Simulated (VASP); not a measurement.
VTeSe: single point with PBE

VTeSe:

```
V Te Se
1.0
     4.43955    0.00000    0.00000
     0.00000    4.43955    0.00000
     0.00000    0.00000    7.28714
V Te Se
2 2 2
Direct
  0.00000 0.00000 0.00000
  0.50000 0.50000 0.00000
  0.00000 0.50000 0.74666
  0.50000 0.00000 0.25334
  0.00000 0.50000 0.18655
  0.50000 0.00000 0.81345
```

The cell was generated, and may not be a known phase.

| Item | Value |
| --- | --- |
| Program | VASP 6.6.1 |
| Task | single point |
| Functional | PBE |
| Potentials or basis | VASP PAW PBE potentials, release 64 (V_sv, Te, Se) |
| Cutoff | 520 eV |
| k mesh | 4 × 4 × 4 |
| Occupations | gaussian, width 0.1 eV |
| Spin | collinear spin, ferromagnetic start |
| Starting moments | [2.0, 2.0, 0.0, 0.0, 0.0, 0.0] μB |

The pressure is 0.1 GPa. The largest force is 0.015 eV/Å and the net moment is 0.97 μB per cell. The site moments are V +0.55; Te -0.06; Se -0.04 μB and the valence electrons inside the program's atomic spheres are V 11.44; Te 3.35; Se 3.84.

Forces in eV/Å, atoms in the order of the input:
```
V    0.000  0.000  0.000
V    0.000  0.000  0.000
Te   0.000  0.000 -0.015
Te   0.000  0.000  0.015
Se   0.000  0.000  0.007
Se   0.000  0.000 -0.007
```

Stress tensor (GPa, compression positive):
```
-0.06  0.00  0.00
 0.00 -0.06  0.00
 0.00  0.00  0.30
```

Levels at points of the mesh, in eV from the Fermi level:
Spin up:
```csv
k point,band 22,band 23,band 24,band 25,band 26,band 27,band 28,band 29
"(0.00, 0.00, 0.00)",-1.02,-0.90,-0.69,0.38,0.38,0.52,1.27,1.41
"(0.50, 0.00, 0.00)",-1.86,-1.17,-1.17,-0.38,-0.38,0.48,0.48,1.29
"(0.50, 0.50, 0.00)",-1.52,-1.50,-1.50,0.19,0.19,1.10,1.10,1.62
"(0.00, 0.00, 0.50)",-1.09,-0.66,-0.48,0.31,0.31,0.52,0.67,1.41
"(0.50, 0.00, 0.50)",-2.10,-1.76,-1.76,-0.35,-0.35,0.54,0.54,1.16
"(0.50, 0.50, 0.50)",-1.55,-1.41,-1.41,0.19,0.19,1.21,1.21,1.98
```
Spin down:
```
           k point  band 21  band 22  band 23  band 24  band 25  band 26  band 27  band 28
(0.00, 0.00, 0.00)    -0.92    -0.92    -0.47     0.03     0.34     0.34     0.99     1.55
(0.50, 0.00, 0.00)    -1.84    -1.84    -1.05    -1.05     0.32     0.32     0.71     0.71
(0.50, 0.50, 0.00)    -1.25    -1.25    -1.11    -1.11     0.57     0.57     1.66     1.66
(0.00, 0.00, 0.50)    -0.90    -0.90    -0.23     0.08     0.27     0.27     0.99     1.15
(0.50, 0.00, 0.50)    -2.09    -2.09    -1.71    -1.71     0.35     0.35     0.77     0.77
(0.50, 0.50, 0.50)    -1.31    -1.31    -0.93    -0.93     0.57     0.57     1.74     1.74
```

Run time: 2.4 min on 1 thread of Intel(R) Xeon(R) Platinum 8488C (Sapphire Rapids), with other jobs on the host, peak memory 0.39 GiB.

Caveat: a moment this small can come from the mesh or the smearing; spin-orbit coupling is left out, which moves the levels of the heavy elements; this functional lacks dispersion, which binds layers or chains, so the pressure and a relaxed spacing across them are unreliable. With open d or f shells a metallic result of PBE can be an artefact of self-interaction; +U or a hybrid may open a gap.
